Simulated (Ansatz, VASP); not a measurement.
# Two plane-wave programs on Pb

```
CELL_PARAMETERS angstrom
-1.97966 1.97966 1.97966
1.97966 -1.97966 1.97966
1.97966 1.97966 -1.97966
ATOMIC_POSITIONS crystal
Pb 0.00000 0.00000 0.00000
```

Alike in both runs: task single point; functional LDA; k mesh 9 × 9 × 9; no spin polarisation.

```csv
,VASP,Ansatz
version,VASP 6.6.1,Ansatz 0.2.0
potentials or method,"VASP PAW LDA potentials, release 64 (Pb_d)","plane waves, PAW"
plane-wave cutoff (eV),500,420
occupations,"methfessel-paxton of order 1, width 0.15 eV","cold, width 0.15 eV"
valence electrons in the cell,14,14
```

|  | VASP | Ansatz | Ansatz less VASP |
| --- | --- | --- | --- |
| pressure (GPa) | -3.4 | -3.4 | -0.03 |

LDA's correlation is that of Perdew and Zunger in VASP and of Perdew and Wang (1992) in Ansatz.

Spin-orbit coupling is off throughout.
